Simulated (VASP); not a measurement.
Set up this calculation in VASP 6.6.1, as the native input.

```
Task                   : single point
Functional             : PBE
Potentials or basis    : VASP PAW PBE potentials, release 64 (Cu)
Cutoff                 : 520 eV
k mesh                 : 15 × 15 × 1
Occupations            : fermi-dirac, width 0.08 eV
Spin                   : no spin polarisation
Dipole correction      : yes
Further INCAR settings : ALGO = Normal; EDIFF = 1e-06; NBANDS = 36
```

The structure of Cu lies in POSCAR:

```
Cu
1.0
    2.5589948731      0.0000000000      0.0000000000
   -1.2794974366      2.2161545683      0.0000000000
    0.0000000000      0.0000000000     24.4423000000
Cu
5
Direct
    0.0000000000      0.0000000000      0.3284312764
    0.3333333333      0.6666666667      0.4138366519
    0.0000000000      0.0000000000      0.4999999951
    0.3333333333      0.6666666667      0.5861633472
    0.0000000000      0.0000000000      0.6715687292
```

One way to write it, as run:

INCAR

```
PREC = Accurate
ENCUT = 520
EDIFF = 1E-6
ISMEAR = -1
SIGMA = 0.08
LREAL = False
LASPH = True
NELM = 60
ALGO = Normal
ISIF = 2
LWAVE = False
LCHARG = False
LDIPOL = True
IDIPOL = 3
DIPOL = 0.5 0.5 0.500
GGA = PE
NBANDS = 36
```

KPOINTS

```
regular mesh
0
Gamma
  15 15 1
```

Potentials or basis: VASP PAW PBE potentials, release 64 (Cu).

Command:

```bash
$ cat potpaw_PBE.64/Cu/POTCAR > POTCAR
$ mpirun -np 1 vasp_std > vasp.out
```

It gave:

```
Largest force          : 0.019 eV/Å
Band gap on the k mesh : zero (an odd number of electrons rules out a gap without spin polarisation)
```

It took 99 s on 1 thread of Intel(R) Xeon(R) 6975P-C (Granite Rapids), on a shared host, peak memory 0.32 GiB.
